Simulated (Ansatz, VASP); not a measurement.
# BiTe in VASP and in Ansatz

```xyz
2
Lattice="0.0000 3.2350 3.2350 3.2350 0.0000 3.2350 3.2350 3.2350 0.0000" Properties=species:S:1:pos:R:3 pbc="T T T"
Bi    0.0000    0.0000   -0.1500
Te    3.2350    3.2350    3.2350
```

Change from the starting cell: all Bi atoms moved +0.150 Å, as atom 1 towards its neighbour atom 2 (Te) at 3.235 Å.

Alike in both runs: task single point; functional PBEsol; k mesh 14 × 14 × 14; occupations gaussian, width 0.15 eV; no spin polarisation.

|  | VASP | Ansatz |
| --- | --- | --- |
| version | VASP 6.6.1 | Ansatz 0.2.0 |
| potentials or method | VASP PAW PBE potentials, release 64 (Bi_d, Te), cutoff 520 eV | scalar-relativistic, plane waves, PAW |
| valence electrons in the cell | 21 | 31 |

Ansatz gave:

| Property | Result |
| --- | --- |
| gap on the k mesh at the Fermi level (eV) | none |
| pressure (GPa) | -1.3 |
| traceless stress, the component that is largest in VASP (GPa) | 0.36 |
| rms of the force components (eV/Å) | 0.208 |

Task: What did VASP give for the same quantities?

Result: gap on the k mesh at the Fermi level (eV): none; pressure (GPa): -1.3; traceless stress, the component that is largest in VASP (GPa): 0.36; rms of the force components (eV/Å): 0.210.

VASP's potentials were made for PBE, not for PBEsol. Atom by atom the forces differ by 0.002 eV/Å (rms over components). A gap of «none» marks a metal or a gap that the smearing closes. With one functional, cell and mesh, what is left measures potentials, basis and numerics. VASP's potentials hold 21 valence electrons a cell and Ansatz's 31, so a difference there can come from the potentials and not from the codes.

Neither program's run includes spin-orbit coupling.
